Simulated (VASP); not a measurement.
Here is a VASP 6.6.1 calculation.

File INCAR:

```
PREC     = Accurate       # precision mode
ENCUT    = 520            # plane-wave cutoff, eV
EDIFF    = 1E-6           # SCF threshold, eV
ISMEAR   = 0              # smearing method
SIGMA    = 0.1            # smearing width, eV
LREAL    = False          # projectors in reciprocal space
LASPH    = True           # aspherical terms in the spheres
NELM     = 100            # most SCF steps
ALGO     = Fast           # electronic algorithm
ISIF     = 2              # what is computed and relaxed
LWAVE    = False          # write WAVECAR
LCHARG   = False          # write CHGCAR
GGA      = PE             # functional
NBANDS   = 24             # bands
```

File KPOINTS:

```
Automatic mesh
0
Gamma
  6 6 4
```

The input POSCAR:

```
Ta2Tl
1.0
    4.8485384092      0.0000000000      0.0000000000
   -2.4242692046      4.1989574336      0.0000000000
    0.0000000000      0.0000000000      2.9559195141
Ta Tl
2 1
Direct
    0.3333333333      0.6666666667      0.5000000000
    0.6666666667      0.3333333333      0.5000000000
    0.0000000000      0.0000000000      0.0000000000
```

Potentials or basis: VASP PAW PBE potentials, release 64 (Ta_pv, Tl_d).

Run with:

```bash
$ cat potpaw_PBE.64/Ta_pv/POTCAR potpaw_PBE.64/Tl_d/POTCAR > POTCAR
$ mpirun -np 1 vasp_std > vasp.out
```

(1) What does it give for the pressure?

## Answers

(1) 0.2 GPa.

Caveat: the k points lie up to 0.53 Å⁻¹ apart.
